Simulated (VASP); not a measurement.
# AlNi in VASP: further runs

AlNi is run at these levels: PBE; tasks: relaxation of the atoms.

All numbers are computed with VASP 6.6.1; they aren't measurements. Logs are shortened: lines on timing, memory, paths and dates and some standing lists are left out, and cuts for length are marked.

**1. The cell of the first run**

The cell holds a slab with vacuum, 4 atoms: a = 2.894 Å, b = 4.092 Å, c = 18.046 Å, α = 90.00°, β = 90.00°, γ = 90.00°.

**2. Relaxation of the atoms, PBE**

The input, INCAR:

```
PREC = Accurate
ENCUT = 520
EDIFF = 1E-6
ISMEAR = -1
SIGMA = 0.1
LREAL = False
LASPH = True
NELM = 100
ALGO = Normal
ISIF = 2
LWAVE = False
LCHARG = False
LDIPOL = True
IDIPOL = 3
DIPOL = 0.5 0.5 0.500
GGA = PE
IBRION = 2
NSW = 32
EDIFFG = -0.01
```

The input, KPOINTS:

```
regular mesh
0
Gamma
  13 9 1
```

The input, POSCAR:

```
AlNi
1.0
    2.8935740572      0.0000000000      0.0000000000
    0.0000000000      4.0921316755      0.0000000000
    0.0000000000      0.0000000000     18.0461000000
Ni Al
2 2
Direct
    0.7500000000      0.0000000000      0.4478895390
    0.7500000000      0.5000000000      0.5521103657
    0.2500000000      0.5000000000      0.4403235566
    0.2500000000      0.0000000000      0.5596765387
```

Potentials or basis: VASP PAW PBE potentials, release 64 (Ni, Al).

Command:

```sh
$ cat potpaw_PBE.64/Ni/POTCAR potpaw_PBE.64/Al/POTCAR > POTCAR
$ mpirun -np 1 vasp_std > vasp.out
```

OUTCAR:

```text
PREC = Accurate
   ENCUT = 520
   EDIFF = 1E-6
   ISMEAR = -1
   LREAL = False
   LASPH = True
   NELM = 100
   ISIF = 2
   GGA = PE
   IBRION = 2
   NSW = 32
   EDIFFG = -0.01

 ion  position               nearest neighbor table
   1  0.750  0.000  0.448-   4 2.48   4 2.48   3 2.51   3 2.51   3 2.51   3 2.51   2 2.78   2 2.78

   2  0.750  0.500  0.552-   3 2.48   3 2.48   4 2.51   4 2.51   4 2.51   4 2.51   1 2.78   1 2.78

   3  0.250  0.500  0.440-   2 2.48   2 2.48   1 2.51   1 2.51   1 2.51   1 2.51   4 2.97   4 2.97

   4  0.250  0.000  0.560-   1 2.48   1 2.48   2 2.51   2 2.51   2 2.51   2 2.51   3 2.97   3 2.97

  LATTYP: Found a simple orthorhombic cell.
 ALAT       =     2.8935740572
 B/A-ratio  =     1.4142135624
 C/A-ratio  =     6.2366124534

  Lattice vectors:

 A1 = (   2.8935740572,   0.0000000000,   0.0000000000)
 A2 = (   0.0000000000,   4.0921316755,   0.0000000000)
 A3 = (   0.0000000000,   0.0000000000,  18.0461000000)

Analysis of symmetry for initial positions (statically):
=====================================================================
 Subroutine PRICEL returns:
 Original cell was already a primitive cell.

 Routine SETGRP: Setting up the symmetry group for a
 simple orthorhombic supercell.

 Subroutine GETGRP returns: Found  8 space group operations
 (whereof  2 operations were pure point group operations)
 out of a pool of  8 trial point group operations.

The static configuration has the point symmetry C_1h.
 The point group associated with its full space group is D_2h.

Analysis of symmetry for dynamics (positions and initial velocities):
=====================================================================
 Subroutine PRICEL returns:
 Original cell was already a primitive cell.

 Routine SETGRP: Setting up the symmetry group for a
 simple orthorhombic supercell.

 Subroutine GETGRP returns: Found  8 space group operations
 (whereof  2 operations were pure point group operations)
 out of a pool of  8 trial point group operations.

The dynamic configuration has the point symmetry C_1h.
 The point group associated with its full space group is D_2h.

 Subroutine INISYM returns: Found  8 space group operations
 (whereof  2 operations are pure point group operations),
 and found     1 'primitive' translations

----------------------------------------------------------------------------------------

                                     Primitive cell

  volume of cell :     213.6818

  direct lattice vectors                    reciprocal lattice vectors
     2.893574057  0.000000000  0.000000000     0.345593367  0.000000000  0.000000000
     0.000000000  4.092131676  0.000000000     0.000000000  0.244371413  0.000000000
     0.000000000  0.000000000 18.046100000     0.000000000  0.000000000  0.055413635

  length of vectors
     2.893574057  4.092131676 18.046100000     0.345593367  0.244371413  0.055413635

  position of ions in fractional coordinates (direct lattice)
     0.750000000  0.000000000  0.447889539
     0.750000000  0.500000000  0.552110366
     0.250000000  0.500000000  0.440323557
     0.250000000  0.000000000  0.559676539

  ion indices of the primitive-cell ions
   primitive index   ion index
                 1           1
                 2           2
                 3           3
                 4           4

----------------------------------------------------------------------------------------

 KPOINTS: regular mesh

Automatic generation of k-mesh.
 Grid dimensions read from file:
 generate k-points for:   13    9    1

 Generating k-lattice:

  Cartesian coordinates                     Fractional coordinates (reciprocal lattice)
     0.026584105  0.000000000  0.000000000     0.076923077  0.000000000  0.000000000
     0.000000000  0.027152379  0.000000000     0.000000000  0.111111111  0.000000000
     0.000000000  0.000000000  0.055413635     0.000000000  0.000000000  1.000000000

  Length of vectors
     0.026584105  0.027152379  0.055413635

  Shift w.r.t. Gamma in fractional coordinates (k-lattice)
     0.000000000  0.000000000  0.000000000

 Subroutine IBZKPT returns following result:
 ===========================================

 Found     35 irreducible k-points:

 Following reciprocal coordinates:
            Coordinates               Weight
  0.000000  0.000000  0.000000      1.000000
  0.076923  0.000000  0.000000      2.000000
  0.153846  0.000000  0.000000      2.000000
  0.230769  0.000000  0.000000      2.000000
  0.307692  0.000000  0.000000      2.000000
  0.384615  0.000000  0.000000      2.000000
[... 16 lines left out ...]
  0.076923  0.333333  0.000000      4.000000
  0.153846  0.333333  0.000000      4.000000
 [... further k-points ...]
   k-points           NKPTS =     35   k-points in BZ     NKDIM =     35   number of bands    NBANDS=     17
   number of dos      NEDOS =    301   number of ions     NIONS =      4
   total plane-waves  NPLWV = 100800
   dimension x,y,z NGX =    24 NGY =   30 NGZ =  140
   dimension x,y,z NGXF=    48 NGYF=   60 NGZF=  280
   ions per type =               2   2
   NGX,Y,Z   is equivalent  to a cutoff of  13.79, 12.19, 12.90 a.u.
   NGXF,Y,Z  is equivalent  to a cutoff of  27.58, 24.38, 25.79 a.u.
 SYSTEM =  unknown system
   PREC   = accura    normal or accurate (medium, high low for compatibility)
   ISTART =      0    job   : 0-new  1-cont  2-samecut
   ICHARG =      2    charge: 1-file 2-atom 10-const
   ISPIN  =      1    spin polarized calculation?
   LNONCOLLINEAR =      F non collinear calculations
   LSORBIT =      F    spin-orbit coupling
   LASPH  =      T    aspherical Exc in radial PAW
   ENCUT  =  520.0 eV  38.22 Ry    6.18 a.u.   5.38  7.61 33.55*2*pi/ulx,y,z
   NELM   =    100;   NELMIN=  2; NELMDL= -5     # of ELM steps
   EDIFF  = 0.1E-05   stopping-criterion for ELM
   LREAL  =      F    real-space projection
   EDIFFG = -.1E-01   stopping-criterion for IOM
   NSW    =     32    number of steps for IOM
   IBRION =      2    ionic relax: 0-MD 1-quasi-New 2-CG
   NFREE  =      1    steps in history (QN), initial steepest desc. (CG)
   ISIF   =      2    stress and relaxation
   ISYM   =      2    0-nonsym 1-usesym 2-fastsym
   POTIM  = 0.5000    time-step for ionic-motion
   TEBEG  =    0.0;   TEEND  =   0.0 temperature during run
   PSTRESS=    0.0 pullay stress
   NELECT =      26.0000    total number of electrons
   NUPDOWN=      -1.0000    fix difference up-down
   EMIN   =  10.00;   EMAX   =-10.00  energy-range for DOS
   EFERMI =   0.00;   METHOD = LEGACY
   ISMEAR =    -1;   SIGMA  =   0.10  broadening in eV -4-tet -1-fermi 0-gaus
   EFERMI_NEDOS =   21; number of points for ismear=-14 and -15
   IALGO  =     38    algorithm
   IMIX   =      4    mixing-type and parameters
     AMIX     =   0.40;   BMIX     =  1.00
     AMIX_MAG =   1.60;   BMIX_MAG =  1.00
  volume/ion in A,a.u.               =      53.42       360.50
  Fermi-wavevector in a.u.,A,eV,Ry     =   0.811229  1.533000  8.953890  0.658092
  Thomas-Fermi vector in A             =   1.920550
   LORBIT       =      0    0 simple, 1 ext, 2 COOP (PROOUT), +10 PAW based schemes
   GGA     = PE    functional components
   LHFCALC =     F    Hartree Fock is set to
   AEXX    =    0.0000 exact exchange contribution
   IVDW    =     0    specifies the selected vdW correction
   LEPSILON=     F    determine dielectric tensor
   LRPA    =     F    only Hartree local field effects (RPA)
 conjugate gradient relaxation of ions
 non-spin polarized calculation
  energy-cutoff  :      520.00
  volume of cell :      213.68
 maximum number of plane-waves:      5795
 NGX is ok and might be reduce to    24
   NGX = 11   NGY = 15   NGZ = 67

 dipolmoment           0.000000      0.000000     -0.000000 electrons x Angstroem

 number of electron      26.0000006 magnetization

 dipolmoment           0.000000      0.000000      0.000001 electrons x Angstroem

 Free energy of the ion-electron system (eV)
  ---------------------------------------------------
  ext. energy  EPLUGINS =         0.00000000
  ---------------------------------------------------
  free energy    TOTEN  =       -18.71893152 eV

  energy without entropy =      -18.63085299  energy(sigma->0) =      -18.67489225

 E-fermi :  -1.4273     XC(G=0):  -3.8330

 val. band max:       -1.4640187408   @ k =   0.3846   0.4444   0.0000
 cond. band min:      -1.4204934458   @ k =   0.0769   0.2222   0.0000
 fundamental gap:      0.0435252950
 Fermi energy:        -1.4272860973

 k-point     1 :       0.0000    0.0000    0.0000
  band No.  band energies     occupation
      1     -10.6284      2.00000
      2      -7.2870      2.00000
      3      -4.2547      2.00000
      4      -4.0344      2.00000
      5      -3.9392      2.00000
      6      -2.9382      2.00000
[... 9 lines left out ...]
     16       1.7192      0.00000
     17       2.3604      0.00000

 k-point     2 :       0.0769    0.0000    0.0000
  band No.  band energies     occupation
      1     -10.5233      2.00000
      2      -7.1945      2.00000
      3      -4.1808      2.00000
      4      -4.0472      2.00000
      5      -3.9335      2.00000
      6      -3.0694      2.00000
[... 9 lines left out ...]
     16       1.8517      0.00000
     17       2.4483      0.00000

 k-point     3 :       0.1538    0.0000    0.0000
  band No.  band energies     occupation
      1     -10.2101      2.00000
      2      -6.9224      2.00000
      3      -4.1013      2.00000
      4      -3.9709      2.00000
      5      -3.9559      2.00000
      6      -3.2651      2.00000
[... 392 lines left out ...]
 k-point    23 :       0.0769    0.3333    0.0000
  band No.  band energies     occupation
      1      -9.5426      2.00000
      2      -7.0935      2.00000
      3      -5.8441      2.00000
      4      -4.2002      2.00000
      5      -3.5490      2.00000
      6      -3.4921      2.00000
[... 9 lines left out ...]
     16       2.1072      0.00000
     17       3.4010      0.00000

 k-point    24 :       0.1538    0.3333    0.0000
  band No.  band energies     occupation
      1      -9.2446      2.00000
      2      -6.8787      2.00000
      3      -5.5402      2.00000
      4      -4.0119      2.00000
      5      -3.5121      2.00000
      6      -3.4590      2.00000
[... 9 lines left out ...]
     16       2.3845      0.00000
     17       3.6769      0.00000

 [... further k-points ...]

------------------------ aborting loop because EDIFF is reached ----------------------------------------

 vacuum level on the upper side and lower side of the slab       (xc-potential included)        -0.105        -0.105

  FORCE on cell =-STRESS in cart. coord.  units (eV):
  Direction    XX          YY          ZZ          XY          YZ          ZX
  --------------------------------------------------------------------------------------
  -------------------------------------------------------------------------------------
  Total       -4.8296707     -3.6043584      0.0095726     -0.0000000      0.0000000     -0.0000000
  in kB      -36.2126692    -27.0253293      0.0717753     -0.0000000      0.0000000     -0.0000000
  external PRESSURE =     -21.0554077 kB  Pullay stress =       0.0000000 kB

 VOLUME and BASIS-vectors are now :
 -----------------------------------------------------------------------------
  energy-cutoff  :      520.00
  volume of cell :      213.68
      direct lattice vectors                 reciprocal lattice vectors
     2.893574057  0.000000000  0.000000000     0.345593367  0.000000000  0.000000000
     0.000000000  4.092131676  0.000000000     0.000000000  0.244371413  0.000000000
     0.000000000  0.000000000 18.046100000     0.000000000  0.000000000  0.055413635

 POSITION                                       TOTAL-FORCE (eV/Angst)
 -----------------------------------------------------------------------------------
      2.17018      0.00000      8.08266        -0.000000      0.000000     -0.009542
      2.17018      2.04607      9.96344        -0.000000     -0.000000      0.009542
      0.72339      2.04607      7.94612        -0.000000     -0.000000      0.004045
      0.72339      0.00000     10.09998         0.000000     -0.000000     -0.004045
 -----------------------------------------------------------------------------------
    total drift:                                0.000000      0.000000      0.000367

  FREE ENERGIE OF THE ION-ELECTRON SYSTEM (eV)
  ---------------------------------------------------
  free  energy   TOTEN  =       -18.7189315167 eV

  energy  without entropy=      -18.6308529910  energy(sigma->0) =      -18.67489225

 reached required accuracy - stopping structural energy minimisation

 vacuum level on the upper side and lower side of the slab         3.247         3.247
```

Run time: 1.7 min. Hardware: 1 thread of Intel Xeon Platinum 8488C (Sapphire Rapids), shared host; peak memory 0.37 GiB.

Results:

```yaml
Free_energy: -18.7189 eV
Largest_force_after_relaxing: 0.010 eV/Å
Band_gap_on_the_k_mesh: zero (bands 13 and 14 overlap by 1.62 eV)
```

Forces in eV/Å, atoms in the order of the input:
```
Ni   0.000  0.000 -0.010
Ni   0.000  0.000  0.010
Al   0.000  0.000  0.004
Al   0.000  0.000 -0.004
```

Final structure:
```
Ni Al
1.0
     2.89357    0.00000    0.00000
     0.00000    4.09213    0.00000
     0.00000    0.00000   18.04610
Ni Al
2 2
Direct
  0.75000 0.00000 0.44789
  0.75000 0.50000 0.55211
  0.25000 0.50000 0.44032
  0.25000 0.00000 0.55968
```

Levels at points of the mesh, in eV from the Fermi level:
```
           k point  band 9  band 10  band 11  band 12  band 13  band 14  band 15  band 16  band 17
(0.00, 0.00, 0.00)   -1.20    -1.19    -1.16    -1.02    -0.95    -0.41     2.96     3.15     3.79
```

Caveat: the relaxation stopped at its first step, so nothing moved.

**3. Relaxation of the atoms, PBE**

The input, INCAR:

```
PREC = Accurate
ENCUT = 520
EDIFF = 1E-6
ISMEAR = -1
SIGMA = 0.1
LREAL = F
LASPH = T
NELM = 100
ALGO = Normal
ISIF = 2
LWAVE = F
LCHARG = F
LDIPOL = T
IDIPOL = 3
DIPOL = 0.5 0.5 0.500
GGA = PE
IBRION = 2
NSW = 60
EDIFFG = -0.01
```

The input, KPOINTS:

```
Automatic mesh
0
Gamma
  13 9 1
```

The input, POSCAR:

```
AlNi
1.0
    2.8935740572      0.0000000000      0.0000000000
    0.0000000000      4.0921316755      0.0000000000
    0.0000000000      0.0000000000     18.0461000000
Ni Al
2 2
Direct
    0.7500000000      0.0000000000      0.4433100272
    0.7500000000      0.5000000000      0.5566899728
    0.2500000000      0.5000000000      0.4433100272
    0.2500000000      0.0000000000      0.5566899728
```

Potentials or basis: VASP PAW PBE potentials, release 64 (Ni, Al).

Command:

```sh
$ cat potpaw_PBE.64/Ni/POTCAR potpaw_PBE.64/Al/POTCAR > POTCAR
$ mpirun -np 1 vasp_std > vasp.out
```

Wall time 8.7 min (1 thread of Oxide Virtual Turin-like, shared host); peak memory 0.36 GiB.

The run converged. Its results:

| Quantity | Value |
| --- | --- |
| Free energy | -18.7190 eV |
| Energy gained by relaxing | 5.8 meV/atom |
| Ionic steps | 7 |
| Largest force after relaxing | 0.009 eV/Å |
| Band gap on the k mesh | zero (bands 13 and 14 overlap by 1.61 eV) |

Forces on the atoms (eV/Å):
```
Ni   0.000  0.000 -0.009
Ni   0.000  0.000  0.009
Al   0.000  0.000 -0.003
Al   0.000  0.000  0.003
```

The path:
| step | energy change (eV) | largest force (eV/Å) | pressure (GPa) |
| --- | --- | --- | --- |
| 1 | 0.0000 | 0.2622 | -2.19 |
| 2 | -0.0061 | 0.2083 | -2.12 |
| 3 | -0.0163 | 0.1395 | -1.89 |
| 4 | -0.0167 | 0.1645 | -1.83 |
| 5 | -0.0205 | 0.1050 | -1.92 |
| 6 | -0.0230 | 0.0197 | -2.14 |
| 7 | -0.0231 | 0.0090 | -2.12 |

Final structure:
```yaml
crystal:
  lattice:
    - [2.89357, 0.00000, 0.00000]
    - [0.00000, 4.09213, 0.00000]
    - [0.00000, 0.00000, 18.04610]
  atoms:
    - { symbol: Ni, position: [0.75000, 0.00000, 0.44781] }
    - { symbol: Ni, position: [0.75000, 0.50000, 0.55219] }
    - { symbol: Al, position: [0.25000, 0.50000, 0.44045] }
    - { symbol: Al, position: [0.25000, 0.00000, 0.55955] }
```

Levels at points of the mesh, in eV from the Fermi level:
| k point | band 9 | band 10 | band 11 | band 12 | band 13 | band 14 | band 15 | band 16 | band 17 |
| --- | --- | --- | --- | --- | --- | --- | --- | --- | --- |
| (0.00, 0.00, 0.00) | -1.19 | -1.19 | -1.17 | -1.01 | -0.95 | -0.41 | 2.96 | 3.14 | 3.79 |

Spin polarisation is off, so any magnetic state and its effect on volume and gap are missing.
